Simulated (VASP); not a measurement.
Write the native input for VASP 6.6.1 that does the following.

```
Task                   : single point
Functional             : PBE
Potentials or basis    : VASP PAW PBE potentials, release 64 (Ca_sv)
Cutoff                 : 520 eV
k mesh                 : 10 × 10 × 3
Occupations            : fermi-dirac, width 0.08 eV
Spin                   : no spin polarisation
Dipole correction      : no
Further INCAR settings : ALGO = Normal; EDIFF = 1e-07; NBANDS = 28
```

The structure of Ca lies in POSCAR:

```
Ca
1.0
    2.9434397002      0.0000000000      0.0000000000
   -1.4717198501      2.5490935549      0.0000000000
    0.0000000000      0.0000000000      9.6993571606
Ca
4
Direct
    0.0000000000      0.0000000000      0.0000000000
    0.0000000000      0.0000000000      0.5000000000
    0.3333333333      0.6666666667      0.2500000000
    0.6666666667      0.3333333333      0.7500000000
```

This cell differs from its parent crystal: volume scaled by 0.43, level accurate.

These files were run (other wordings do the same):

INCAR

```
SYSTEM = Ca
PREC = Accurate ; ENCUT = 520
EDIFF = 1E-7 ; ISMEAR = -1
SIGMA = 0.08 ; LREAL = .False.
LASPH = .True. ; NELM = 100
ALGO = Normal ; ISIF = 2
LWAVE = .False. ; LCHARG = .False.
GGA = PE ; NBANDS = 28
```

KPOINTS

```
Automatic mesh
0
Gamma
  10 10 3
  0 0 0
```

Potentials or basis: VASP PAW PBE potentials, release 64 (Ca_sv).

The run is started by

```console
$ cat potpaw_PBE.64/Ca_sv/POTCAR > POTCAR
$ mpirun -np 1 vasp_std > vasp.out
```

Results of the run:

- Pressure: 47.8 GPa
- Band gap on the k mesh: zero (band 20 reaches 6.95 eV, above the bottom of band 21 at 6.19 eV)

Wall time 68 s on 1 thread of Intel Xeon 6975P-C (shared host), peak memory 0.21 GiB.
